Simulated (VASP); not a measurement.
## ZnCu: single point with PBE

The system is ZnCu.

```xyz
2
Lattice="2.9027 0.0000 0.0000 0.0000 2.9027 0.0000 0.0000 0.0000 2.9027" Properties=species:S:1:pos:R:3 pbc="T T T"
Zn    1.4513    1.4513    1.4513
Cu    0.0000    0.0000    0.0000
```

```yaml
Program: VASP 6.6.1
Task: single point
Functional: PBE
Potentials_or_basis: VASP PAW PBE potentials, release 64 (Zn, Cu)
Cutoff: 520 eV
k_mesh: 14 × 14 × 14
Occupations: gaussian, width 0.1 eV
Spin: no spin polarisation
Dipole_correction: no
Further_INCAR_settings: ALGO = Fast; EDIFF = 1e-07; NBANDS = 18
```

```json
{"Pressure": "8.9 GPa", "Band gap on the k mesh": "zero (an odd number of electrons rules out a gap without spin polarisation)"}
```

Levels at points of the mesh, in eV from the Fermi level:
```csv
k point,band 10,band 11,band 12,band 13,band 14,band 15
"(0.00, 0.00, 0.00)",-2.83,-2.83,6.37,6.37,6.37,11.51
"(0.50, 0.00, 0.00)",-3.43,-2.92,-2.07,12.08,12.08,12.69
"(0.50, 0.50, 0.00)",-2.59,-2.05,-2.05,1.93,2.26,14.39
"(0.50, 0.50, 0.50)",-2.57,4.15,4.42,4.42,4.42,4.63
```

Run time: 55 s on 1 thread of AMD EPYC 7R13 Processor (Zen 3) (shared host), peak memory 0.15 GiB.

Caveat: the cell stands under pressure.
